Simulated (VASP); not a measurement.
Here is a VASP 6.6.1 calculation.

Contents of INCAR:

```
PREC     = Accurate       # precision mode
ENCUT    = 520            # plane-wave cutoff, eV
EDIFF    = 1E-6           # SCF threshold, eV
ISMEAR   = -1             # smearing method
SIGMA    = 0.02           # smearing width, eV
LREAL    = F              # projectors in reciprocal space
LASPH    = T              # aspherical terms in the spheres
NELM     = 80             # most SCF steps
ALGO     = Normal         # electronic algorithm
ISIF     = 2              # what is computed and relaxed
LWAVE    = F              # write WAVECAR
LCHARG   = F              # write CHGCAR
GGA      = PE             # functional
NBANDS   = 20             # bands
```

The input KPOINTS:

```
regular mesh
0
Gamma
  8 6 10
```

Contents of POSCAR:

```
O
1.0
    4.0422516979      0.0000000000     -0.0511314365
    0.0000000000      4.0261634352      0.0000000000
   -1.0645949049      0.0000000000      2.7914438287
O
4
Direct
    0.3398634903      0.6842025460      0.6702336468
    0.6601365097      0.6842025460      0.8297663532
    0.6601365097      0.3157974540      0.3297663532
    0.3398634903      0.3157974540      0.1702336468
```

Potentials or basis: VASP PAW PBE potentials, release 64 (O).

Launch:

```console
$ cat potpaw_PBE.64/O/POTCAR > POTCAR
$ mpirun -np 1 vasp_std > vasp.out
```

Task: Predict the largest force.

Result: 2.027 eV/Å.

Task: Estimate the band gap on the k mesh.

Result: 0.91 eV (least direct gap 0.94 eV).

Task: Estimate the pressure.

Result: 9.5 GPa.

Stress tensor (GPa, compression positive):
```
18.35  0.00  5.27
 0.00  3.64  0.00
 5.27  0.00  6.53
```

Caveat: the standard files for N, O and F lose accuracy on very short bonds; spin is off for a triplet molecule; the cell stands under pressure; this functional lacks dispersion, which holds the molecules together, so the pressure and a relaxed volume are unreliable; forces of over 1 eV/Å act on the atoms, so gaps and moduli don't describe the material at rest. A k mesh can miss the band edges.
